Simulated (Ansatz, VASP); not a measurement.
## Two plane-wave programs on SiC

Contents of INCAR:

```
SYSTEM = SiC
PREC = Accurate
ENCUT = 520
EDIFF = 1E-6
ISMEAR = 0
SIGMA = 0.01
LREAL = .False.
LASPH = .True.
NELM = 100
ALGO = Normal
ISIF = 2
LWAVE = .False.
LCHARG = .False.
GGA = PS
NBANDS = 11
```

KPOINTS

```
Automatic mesh
0
Gamma
  12 12 12
  0 0 0
```

POSCAR

```
SiC
1.0
    0.0000000000      2.1637864231      2.1637864231
    2.1637864231      0.0000000000      2.1637864231
    2.1637864231      2.1637864231      0.0000000000
Si C
1 1
Direct
    0.0000000000      0.0000000000      0.0000000000
    0.7500000000      0.7500000000      0.7500000000
```

Input for Ansatz:

```yaml
crystal:
  lattice:
    - [0.0, 2.1637864231, 2.1637864231]
    - [2.1637864231, 0.0, 2.1637864231]
    - [2.1637864231, 2.1637864231, 0.0]
  atoms:
    - { symbol: Si, position: [0.0, 0.0, 0.0] }
    - { symbol: C, position: [0.75, 0.75, 0.75] }
basis:
  ecutwfc: 420
kpoints:
  mp_grid: { grid: [12, 12, 12] }
hamiltonian:
  xc: pbesol
scf:
  occupations: { method: fixed }
output:
  forces: true
  stress: true
  eigenvalues: true
```

Alike in both runs: task single point; functional PBEsol; k mesh 12 × 12 × 12; no spin polarisation.

```csv
,VASP,Ansatz
version,VASP 6.6.1,Ansatz 0.2.0
potentials or method,"VASP PAW PBE potentials, release 64 (Si, C), cutoff 520 eV","scalar-relativistic, plane waves, PAW"
occupations,"gaussian, width 0.01 eV",fixed
valence electrons in the cell,8,8
```

```csv
,VASP,Ansatz,Ansatz less VASP
gap on the k mesh at the Fermi level (eV),1.21,1.23,+0.011
least direct gap on the mesh (eV),4.46,4.47,+0.010
pressure (GPa),5.0,4.7,-0.37
```

VASP's potentials were made for PBE, not for PBEsol.
